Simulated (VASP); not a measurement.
Crystal: CdS.

```
Cd S
1.0
     4.16884    0.00000    0.00000
    -2.08442    3.61032    0.00000
     0.00000    0.00000    6.77962
Cd S
2 2
Direct
  0.66667 0.33333 0.50022
  0.33333 0.66667 0.00022
  0.66667 0.33333 0.87678
  0.33333 0.66667 0.37678
```

```yaml
Program: VASP 6.6.1
Task: relaxation of cell and atoms
Functional: LDA
Potentials_or_basis: VASP PAW LDA potentials, release 64 (Cd, S)
Cutoff: 600 eV
k_mesh: 9 × 9 × 4
Occupations: gaussian, width 0.02 eV
Spin: no spin polarisation
```

At the start: pressure -3.5 GPa; volume 25.51 Å³/atom.

How do energy, volume and symmetry change on relaxing?

Over 17 steps the energy falls by 17.2 meV/atom and the volume is 24.03 Å³/atom (-5.8 %); space group P6_3mc (No. 186, to 0.1 Å) before and after.

Step by step:
```tsv
step	energy change (eV)	largest force (eV/Å)	pressure (GPa)	volume (Å³)
1	0.0000	0.0037	-3.53	102.04
2	-0.0580	0.0106	1.63	93.96
3	-0.0687	0.0055	-0.01	96.13
4	-0.0687	0.0058	0.08	96.01
5	-0.0688	0.0048	-0.02	96.17
6	-0.0688	0.0051	-0.03	96.14
7	-0.0688	0.0053	-0.01	96.12
8	-0.0688	0.0056	-0.01	96.11
9	-0.0688	0.0041	0.01	96.11
10	-0.0688	0.0005	0.02	96.10
11	-0.0688	0.0065	0.02	96.09
12	-0.0688	0.0019	0.02	96.10
13	-0.0688	0.0004	-0.03	96.14
14	-0.0688	0.0012	0.01	96.12
15	-0.0688	0.0014	0.00	96.13
16	-0.0688	0.0011	-0.01	96.13
17	-0.0688	0.0007	-0.01	96.14
```

Final structure:
```yaml
crystal:
  lattice:
    - [4.08377, 0.00000, 0.00000]
    - [-2.04189, 3.53665, 0.00000]
    - [0.00000, 0.00000, 6.65650]
  atoms:
    - { symbol: Cd, position: [0.66667, 0.33333, 0.50050] }
    - { symbol: Cd, position: [0.33333, 0.66667, 0.00050] }
    - { symbol: S, position: [0.66667, 0.33333, 0.87650] }
    - { symbol: S, position: [0.33333, 0.66667, 0.37650] }
```
